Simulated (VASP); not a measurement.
Here is a VASP 6.6.1 calculation.

Contents of INCAR:

```
ALGO = Normal ; EDIFF = 1E-6
ENCUT = 520 ; GGA = CA
ISIF = 2 ; ISMEAR = 0
LASPH = True ; LCHARG = True
LELF = True ; LREAL = False
LVHAR = True ; LWAVE = False
NBANDS = 17 ; NELM = 60
PREC = Accurate ; SIGMA = 0.05
```

File KPOINTS:

```
k-points
0
Gamma
  9 9 9
```

Contents of POSCAR:

```
LiHF2
1.0
    1.4860718052      0.8579839568      4.4594993651
   -1.4860718052      0.8579839568      4.4594993651
    0.0000000000     -1.7159679136      4.4594993651
Li H F
1 1 2
Direct
    0.0000000000      0.0000000000      0.0000000000
    0.5000000000      0.5000000000      0.5000000000
    0.4125119035      0.4125119035      0.4125119035
    0.5874880965      0.5874880965      0.5874880965
```

Potentials or basis: VASP PAW LDA potentials, release 64 (Li_sv, H, F).

Command:

```bash
$ cat potpaw_LDA.64/Li_sv/POTCAR potpaw_LDA.64/H/POTCAR potpaw_LDA.64/F/POTCAR > POTCAR
$ mpirun -np 1 vasp_std > vasp.out
```

(1) Predict the band gap on the k mesh.

(2) What does it give for the largest force?

## Answers

(1) 7.71 eV, indirect (least direct gap 7.91 eV).

(2) 0.469 eV/Å.

Caveat: the cell differs from its parent crystal (strain +0.030 along x and y, +0.030 along z).
